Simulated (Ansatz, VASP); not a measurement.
## MgI2: VASP beside Ansatz

```
CELL_PARAMETERS angstrom
4.15370 0.00000 0.00000
-2.07685 3.59721 0.00000
0.00000 0.00000 6.86200
ATOMIC_POSITIONS crystal
Mg 0.97915 0.95830 0.02186
I 0.33333 0.66667 0.75763
I 0.66667 0.33333 0.24237
```

Alike in both runs: task single point; functional PBE; k mesh 6 × 6 × 4; occupations gaussian, width 0.05 eV; no spin polarisation.

|  | VASP | Ansatz |
| --- | --- | --- |
| version | VASP 6.6.1 | Ansatz 0.2.0 |
| potentials or method | VASP PAW PBE potentials, release 64 (Mg, I), cutoff 520 eV | scalar-relativistic, plane waves, PAW |
| valence electrons in the cell | 16 | 44 |

Ansatz gave:

```
gap on the k mesh at the Fermi level (eV)                     : 3.27
least direct gap on the mesh (eV)                             : 3.42
pressure (GPa)                                                : 1.7
traceless stress, the component that is largest in VASP (GPa) : -0.70
rms of the force components (eV/Å)                            : 0.418
```

Task: Which values does VASP return?

Result: gap on the k mesh at the Fermi level (eV): 3.25; least direct gap on the mesh (eV): 3.40; pressure (GPa): 1.6; traceless stress, the component that is largest in VASP (GPa): -0.70; rms of the force components (eV/Å): 0.418.

Atom by atom the forces differ by 0.004 eV/Å (rms over components). VASP's potentials hold 16 valence electrons a cell and Ansatz's 44, so a difference there can come from the potentials and not from the codes.

Neither program's run includes spin-orbit coupling.
